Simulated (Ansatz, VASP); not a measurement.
# One calculation of GaN, two programs

```
CELL_PARAMETERS angstrom
0.00000 2.09040 2.09040
2.09040 0.00000 2.09040
2.09040 2.09040 0.00000
ATOMIC_POSITIONS crystal
Ga 0.00000 0.00000 0.00000
N 0.50000 0.50000 0.50000
```

Alike in both runs: functional LDA; k mesh 8 × 8 × 8; no spin polarisation.

Ansatz relaxed the structure, and its values are those at the end. VASP's run is a single point on that final structure, the one shown.

|  | VASP | Ansatz |
| --- | --- | --- |
| version | VASP 6.6.1 | Ansatz 0.2.0 |
| potentials or method | VASP PAW LDA potentials, release 64 (Ga_d, N) | plane waves, PAW |
| plane-wave cutoff (eV) | 520 | 420 |
| occupations | gaussian, width 0.01 eV | fixed |
| valence electrons in the cell | 18 | 18 |

```csv
,VASP,Ansatz,Ansatz less VASP
pressure (GPa),1.5,0.0,-1.48
```

LDA's correlation is that of Perdew and Zunger in VASP and of Perdew and Wang (1992) in Ansatz.
